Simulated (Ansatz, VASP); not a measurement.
# NaF: VASP beside Ansatz

The input INCAR:

```
SYSTEM = NaF
PREC = Accurate ; ENCUT = 520
EDIFF = 1E-6 ; ISMEAR = -1
SIGMA = 0.05 ; LREAL = .FALSE.
LASPH = .TRUE. ; NELM = 100
ALGO = Normal ; ISIF = 2
LWAVE = .FALSE. ; LCHARG = .FALSE.
GGA = PE ; NBANDS = 14
```

Contents of KPOINTS:

```
regular mesh
0
G
  16 16 16
  0 0 0
```

File POSCAR:

```
NaF
1.0
    0.0000000000      2.3389041870      2.3740753131
    2.3389041870      0.0000000000      2.3740753131
    2.3389041870      2.3389041870      0.0000000000
Na F
1 1
Direct
    0.0000000000      0.0000000000      0.0000000000
    0.5000000000      0.5000000000      0.5000000000
```

Input for Ansatz:

```yaml
crystal:
  lattice:
    - [0.0, 2.338904187, 2.3740753131]
    - [2.338904187, 0.0, 2.3740753131]
    - [2.338904187, 2.338904187, 0.0]
  atoms:
    - { symbol: Na, position: [0.0, 0.0, 0.0] }
    - { symbol: F, position: [0.5, 0.5, 0.5] }
kpoints:
  mp_grid: { grid: [16, 16, 16] }
scf:
  occupations: { method: fermi_dirac, width: 0.05 }
hamiltonian:
  xc: pbe
  pseudopotentials: { kind: all_electron, lapw: { basis_error: 0.0005 } }
output:
  forces: true
  stress: true
  eigenvalues: true
```

Change from the starting cell: z stretched by +1 % at fixed volume.

Alike in both runs: task single point; functional PBE; k mesh 16 × 16 × 16; occupations fermi-dirac, width 0.05 eV; no spin polarisation.

|  | VASP | Ansatz |
| --- | --- | --- |
| version | VASP 6.6.1 | Ansatz 0.2.0 |
| potentials or method | VASP PAW PBE potentials, release 64 (Na_pv, F), cutoff 520 eV | all-electron LAPW, scalar-relativistic |

|  | VASP | Ansatz | Ansatz less VASP |
| --- | --- | --- | --- |
| gap on the k mesh at the Fermi level (eV) | 6.07 | 6.08 | +0.011 |
| pressure (GPa) | -0.1 | 0.0 | +0.18 |
| traceless stress, the component that is largest in VASP (GPa) | -0.68 | -0.66 | +0.019 |

Ansatz ran all-electron here, and VASP with PAW potentials.
